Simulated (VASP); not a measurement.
Wanted: the native input for a VASP 6.6.1 run.

- Task: single point
- Functional: PBE
- Potentials or basis: VASP PAW PBE potentials, release 64 (La, O)
- Cutoff: 520 eV
- k mesh: 6 × 6 × 8
- Occupations: gaussian, width 0.02 eV
- Spin: no spin polarisation
- Dipole correction: no
- Further INCAR settings: ALGO = Normal; EDIFF = 1e-07; NBANDS = 28

The structure of La2O3 lies in POSCAR:

```
La2O3
1.0
    6.3717259911      0.0000000000      0.0000000000
   -3.1858629956      5.5180765743      0.0000000000
    0.0000000000      0.0000000000      3.2867434177
La O
2 3
Direct
    0.3333333333      0.6666666667      0.5000000000
    0.6666666667      0.3333333333      0.5000000000
    0.4999803106      0.4999803106      0.0000000000
    0.0000000000      0.5000196894      0.0000000000
    0.5000196894      0.0000000000      0.0000000000
```

These files were run (other wordings do the same):

INCAR

```
PREC = Accurate
ENCUT = 520
EDIFF = 1E-7
ISMEAR = 0
SIGMA = 0.02
LREAL = F
LASPH = T
NELM = 60
ALGO = Normal
ISIF = 2
LWAVE = F
LCHARG = F
GGA = PE
NBANDS = 28
```

KPOINTS

```
regular mesh
0
Gamma
  6 6 8
```

Potentials or basis: VASP PAW PBE potentials, release 64 (La, O).

Command:

```console
$ cat potpaw_PBE.64/La/POTCAR potpaw_PBE.64/O/POTCAR > POTCAR
$ mpirun -np 1 vasp_std > vasp.out
```

Results of the run:

* Pressure: -0.2 GPa
* Band gap on the k mesh: 1.64 eV (least direct gap 2.07 eV)

Caveat: spin-orbit coupling is left out, which moves the levels of the heavy elements.

Run time: 75 s on 1 thread of Intel(R) Xeon(R) 6975P-C (Granite Rapids), on a shared host, peak memory 0.29 GiB.
